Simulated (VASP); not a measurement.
# BN (P1) in VASP: single point with PBE

Aim: the single point of BN with PBE.

Program: VASP 6.6.1. These are calculated values, not measurements. Logs are shortened: lines on timing, memory, paths and dates and some standing lists are left out, and cuts for length are marked.

## (1) The cell of the first run

The typed cell holds 12 atoms: a = 2.563 Å, b = 2.563 Å, c = 12.798 Å, α = 79.75°, β = 81.04°, γ = 60.00°.

## (2) Single point, PBE (the part above a cut slid along it)

The input, INCAR:

```
SYSTEM = BN
ALGO = Normal
EDIFF = 1E-6
ENCUT = 600
GGA = PE
GGA_COMPAT = .FALSE.
ISIF = 2
ISMEAR = 0
LASPH = .TRUE.
LCHARG = .FALSE.
LREAL = .FALSE.
LWAVE = .FALSE.
NBANDS = 36
NELM = 120
PREC = Accurate
SIGMA = 0.05
```

The input, KPOINTS:

```
k-points
0
G
  10 10 2
  0 0 0
```

The input, POSCAR:

```
BN
1.0
    1.8120810294     -1.8120810294      0.0000000000
    1.8120810294      0.0000000000     -1.8120810294
    9.2617474836      6.4429547712      6.0402700980
B N
6 6
Direct
    0.8240888889     -0.2638666667      0.3958000000
    0.2314962963      0.1805777778      0.2291333333
    0.4166814815      0.2916888889      0.5624666667
    0.6018666667      0.4028000000      0.8958000000
    0.0092740741     -0.1527555556      0.7291333333
    0.6389037037      0.6250222222      0.0624666667
    0.4722370370      0.3750222222      0.4374666667
    0.8796444444      0.8194666667      0.2708000000
    0.0648296296     -0.0694222222      0.6041333333
    0.2500148148      0.0416888889      0.9374666667
   -0.3425777778     -0.5138666667      0.7708000000
    0.2870518519      0.2639111111      0.1041333333
```

Potentials or basis: VASP PAW PBE potentials, release 64 (B, N).

Run with:

```sh
$ cat potpaw_PBE.64/B/POTCAR potpaw_PBE.64/N/POTCAR > POTCAR
$ mpirun -np 1 vasp_std > vasp.out
```

OUTCAR:

```text
SYSTEM = BN
   EDIFF = 1E-6
   ENCUT = 600
   GGA = PE
   ISIF = 2
   ISMEAR = 0
   LASPH = .TRUE.
   LREAL = .FALSE.
   NELM = 120
   PREC = Accurate

 ion  position               nearest neighbor table
   1  0.824  0.736  0.396-   8 1.57   7 1.57   7 1.57   7 1.57
   2  0.231  0.181  0.229-  12 1.57   8 1.57   8 1.57   8 1.57
   3  0.417  0.292  0.562-   9 1.57   9 1.57   9 1.57   7 1.57
   4  0.602  0.403  0.896-  11 1.57  10 1.57  10 1.57  10 1.57
   5  0.009  0.847  0.729-   9 1.57  11 1.57  11 1.57  11 1.57
   6  0.639  0.625  0.062-  12 1.57  12 1.57  12 1.57  10 1.88
   7  0.472  0.375  0.437-   3 1.57   1 1.57   1 1.57   1 1.57
   8  0.880  0.819  0.271-   1 1.57   2 1.57   2 1.57   2 1.57
   9  0.065  0.931  0.604-   3 1.57   3 1.57   3 1.57   5 1.57
  10  0.250  0.042  0.937-   4 1.57   4 1.57   4 1.57   6 1.88
  11  0.657  0.486  0.771-   4 1.57   5 1.57   5 1.57   5 1.57
  12  0.287  0.264  0.104-   6 1.57   6 1.57   6 1.57   2 1.57

  LATTYP: Found a triclinic cell.
 ALAT       =     2.5626695679
 B/A-ratio  =     1.7320508076
 C/A-ratio  =     4.9378857874
 COS(alpha) =     0.0194870941
 COS(beta)  =     0.0787561531
 COS(gamma) =     0.8660254038

  Lattice vectors:

 A1 = (  -1.8120810294,   0.0000000000,   1.8120810294)
 A2 = (  -3.6241620588,   1.8120810294,   1.8120810294)
 A3 = (  -7.4496664542,  -8.2550358006,  -6.0402700980)

Analysis of symmetry for initial positions (statically):
=====================================================================
 Subroutine PRICEL returns:
 Original cell was already a primitive cell.

 Routine SETGRP: Setting up the symmetry group for a
 triclinic supercell.

 Subroutine GETGRP returns: Found  1 space group operations
 (whereof  1 operations were pure point group operations)
 out of a pool of  2 trial point group operations.

The static configuration has the point symmetry C_1 .

Analysis of symmetry for dynamics (positions and initial velocities):
=====================================================================
 Subroutine PRICEL returns:
 Original cell was already a primitive cell.

 Routine SETGRP: Setting up the symmetry group for a
 triclinic supercell.

 Subroutine GETGRP returns: Found  1 space group operations
 (whereof  1 operations were pure point group operations)
 out of a pool of  2 trial point group operations.

The dynamic configuration has the point symmetry C_1 .
[... 128 lines left out ...]
   TEBEG  =    0.0;   TEEND  =   0.0 temperature during run
   PSTRESS=    0.0 pullay stress
   NELECT =      48.0000    total number of electrons
   NUPDOWN=      -1.0000    fix difference up-down
   EMIN   =  10.00;   EMAX   =-10.00  energy-range for DOS
   EFERMI =   0.00;   METHOD = LEGACY
   ISMEAR =     0;   SIGMA  =   0.05  broadening in eV -4-tet -1-fermi 0-gaus
   EFERMI_NEDOS =   21; number of points for ismear=-14 and -15
   IALGO  =     38    algorithm
   IMIX   =      4    mixing-type and parameters
     AMIX     =   0.40;   BMIX     =  1.00
     AMIX_MAG =   1.60;   BMIX_MAG =  1.00
  volume/ion in A,a.u.               =       5.95        40.15
  Fermi-wavevector in a.u.,A,eV,Ry     =   1.434115  2.710084 27.982897  2.056685
  Thomas-Fermi vector in A             =   2.553559
   LORBIT       =      0    0 simple, 1 ext, 2 COOP (PROOUT), +10 PAW based schemes
   GGA     = PE    functional components
   LHFCALC =     F    Hartree Fock is set to
   AEXX    =    0.0000 exact exchange contribution
   IVDW    =     0    specifies the selected vdW correction
   LEPSILON=     F    determine dielectric tensor
   LRPA    =     F    only Hartree local field effects (RPA)
 non-spin polarized calculation
 Gauss-broadening in eV      SIGMA  =   0.05
  energy-cutoff  :      600.00
  volume of cell :       71.40
 maximum number of plane-waves:      2401
   NGX = 11   NGY = 11   NGZ = 51

 number of electron      47.9999996 magnetization

 Free energy of the ion-electron system (eV)
  ---------------------------------------------------
  ext. energy  EPLUGINS =         0.00000000
  ---------------------------------------------------
  free energy    TOTEN  =      -102.49854005 eV

  energy without entropy =     -102.49854005  energy(sigma->0) =     -102.49854005

 E-fermi :   8.1209     XC(G=0): -12.8185

 val. band max:        7.8115734377   @ k =   0.0000   0.0000   0.0000
 cond. band min:      10.3349966703   @ k =   0.5000   0.0000   0.0000
 fundamental gap:      2.5234232326
 Fermi energy:         8.1209254360

 k-point     1 :       0.0000    0.0000    0.0000
  band No.  band energies     occupation
      1     -12.8855      2.00000
      2     -12.1944      2.00000
      3     -12.0084      2.00000
      4     -10.3490      2.00000
      5     -10.1562      2.00000
      6      -8.5286      2.00000
[... 925 lines left out ...]
     35      19.7675      0.00000
     36      20.0269      0.00000

 [... further k-points ...]

------------------------ aborting loop because EDIFF is reached ----------------------------------------

  FORCE on cell =-STRESS in cart. coord.  units (eV):
  Direction    XX          YY          ZZ          XY          YZ          ZX
  --------------------------------------------------------------------------------------
  -------------------------------------------------------------------------------------
  Total        2.3101217      1.5838688     -3.6718903      4.0663395      2.9744750     -0.9072746
  in kB       51.8359843     35.5398592    -82.3922181     91.2431201     66.7431677    -20.3580070
  external PRESSURE =       1.6612085 kB  Pullay stress =       0.0000000 kB

 VOLUME and BASIS-vectors are now :
 -----------------------------------------------------------------------------
  energy-cutoff  :      600.00
  volume of cell :       71.40
      direct lattice vectors                 reciprocal lattice vectors
     1.812081029 -1.812081029  0.000000000     0.163511615 -0.388340087  0.163511615
     1.812081029  0.000000000 -1.812081029     0.153292139  0.153292139 -0.398559562
     9.261747484  6.442954771  6.040270098     0.045987642  0.045987642  0.045987642

 POSITION                                       TOTAL-FORCE (eV/Angst)
 -----------------------------------------------------------------------------------
      6.49305      1.05681      1.05681         0.097070      0.103955      0.088116
      2.86889      1.05681      1.05681         0.314766      0.172600      0.071118
      6.49305      2.86889      2.86889         0.092544      0.095459      0.091331
     10.11721      4.68097      4.68097        -0.549928      0.214927     -0.043525
      8.30513      4.68097      2.86889         0.076204      0.108072      0.068860
      2.86889     -0.75528     -0.75528        -0.252463      2.387394     -0.674745
      5.58701      1.96285      1.96285        -0.092399     -0.095358     -0.095400
      5.58701      0.15077      0.15077        -0.092679     -0.072811     -0.107062
      7.39909      3.77493      1.96285        -0.091211     -0.111026     -0.086199
      9.21117      5.58701      5.58701        -0.307901     -2.443287      0.749626
      9.21117      3.77493      3.77493        -0.120850     -0.341443     -0.050599
      1.96285      0.15077      0.15077         0.926847     -0.018482     -0.011519
 -----------------------------------------------------------------------------------
    total drift:                               -0.000173     -0.000289     -0.000081

  FREE ENERGIE OF THE ION-ELECTRON SYSTEM (eV)
  ---------------------------------------------------
  free  energy   TOTEN  =      -102.4985400516 eV

  energy  without entropy=     -102.4985400516  energy(sigma->0) =     -102.49854005
```

OSZICAR:

```text
N       E                     dE             d eps       ncg     rms          rms(c)
DAV:   1     0.205344465958E+03    0.20534E+03   -0.27831E+04  7488   0.147E+03
DAV:   2    -0.962094483725E+02   -0.30155E+03   -0.28563E+03  9584   0.338E+02
DAV:   3    -0.108227881203E+03   -0.12018E+02   -0.11947E+02  9936   0.662E+01
DAV:   4    -0.108338593048E+03   -0.11071E+00   -0.11051E+00  9864   0.650E+00
DAV:   5    -0.108340240623E+03   -0.16476E-02   -0.16465E-02  9820   0.735E-01    0.164E+01
DAV:   6    -0.102926132949E+03    0.54141E+01   -0.14775E+01  9364   0.196E+01    0.755E+00
DAV:   7    -0.102582009472E+03    0.34412E+00   -0.90598E-01 10008   0.583E+00    0.468E+00
DAV:   8    -0.102505549741E+03    0.76460E-01   -0.25942E-01  9432   0.288E+00    0.592E-01
DAV:   9    -0.102498163746E+03    0.73860E-02   -0.24146E-02  9360   0.103E+00    0.255E-01
DAV:  10    -0.102498363663E+03   -0.19992E-03   -0.28145E-03 10040   0.321E-01    0.144E-01
DAV:  11    -0.102498523860E+03   -0.16020E-03   -0.78095E-04  9424   0.160E-01    0.297E-02
DAV:  12    -0.102498534761E+03   -0.10901E-04   -0.69168E-05  9936   0.539E-02    0.165E-02
DAV:  13    -0.102498538234E+03   -0.34730E-05   -0.10401E-05 10232   0.239E-02    0.716E-03
DAV:  14    -0.102498539650E+03   -0.14164E-05   -0.23963E-06  7048   0.102E-02    0.269E-03
DAV:  15    -0.102498540052E+03   -0.40161E-06   -0.33985E-07  5256   0.487E-03
   1 F= -.10249854E+03 E0= -.10249854E+03  d E =-.334815E-20
```

stdout:

```text
POSCAR found type information on POSCAR B N
 POSCAR found :  2 types and      12 ions
 scaLAPACK will be used
 LDA part: xc-table for (Slater+PW92), standard interpolation
 POSCAR, INCAR and KPOINTS ok, starting setup
 FFT: planning ... GRIDC
 FFT: planning ... GRID_SOFT
 FFT: planning ... GRID
 WAVECAR not read
 entering main loop
```

Wall time 6.3 min (1 thread of Oxide Virtual Turin-like, shared host); peak memory 0.31 GiB.

Results:

| Item | Value |
| --- | --- |
| Free energy | -102.4985 eV |
| Pressure | 0.2 GPa |
| Largest force | 2.574 eV/Å |
| Band gap on the k mesh | 2.52 eV (least direct gap 3.65 eV) |

Forces in eV/Å, atoms in the order of the input:
```
B    0.097  0.104  0.088
B    0.315  0.173  0.071
B    0.093  0.095  0.091
B   -0.550  0.215 -0.044
B    0.076  0.108  0.069
B   -0.252  2.387 -0.675
N   -0.092 -0.095 -0.095
N   -0.093 -0.073 -0.107
N   -0.091 -0.111 -0.086
N   -0.308 -2.443  0.750
N   -0.121 -0.341 -0.051
N    0.927 -0.018 -0.012
```

Stress tensor (GPa, compression positive):
```
 5.18  9.12 -2.04
 9.12  3.55  6.67
-2.04  6.67 -8.24
```

Levels at points of the mesh, in eV from the valence-band top:
```
           k point  band 21  band 22  band 23  band 24  band 25  band 26  band 27  band 28
(0.00, 0.00, 0.00)    -0.83    -0.49    -0.35     0.00     6.71     8.05     8.32     8.59
(0.50, 0.00, 0.00)    -3.24    -3.20    -2.41    -1.13     2.52     4.91     5.57     6.87
(0.00, 0.50, 0.00)    -3.28    -3.06    -2.50    -2.19     4.33     5.04     5.24     6.87
(0.50, 0.50, 0.00)    -3.30    -2.96    -2.45    -2.18     4.53     4.68     5.73     6.99
(0.00, 0.00, 0.50)    -0.80    -0.63    -0.40    -0.36     6.75     8.01     8.26     8.63
(0.50, 0.00, 0.50)    -2.95    -2.80    -2.50    -1.16     2.60     4.48     6.14     6.84
(0.00, 0.50, 0.50)    -3.12    -3.02    -2.55    -2.07     4.34     4.60     5.98     6.36
(0.50, 0.50, 0.50)    -3.57    -2.93    -2.54    -1.95     4.10     5.24     5.79     6.56
```

Caveat: the cell differs from its parent crystal (the part above a cut slid along it); the stress differs along the axes, from -8 to 5 GPa; forces of over 1 eV/Å act on the atoms, so gaps and moduli don't describe the material at rest.
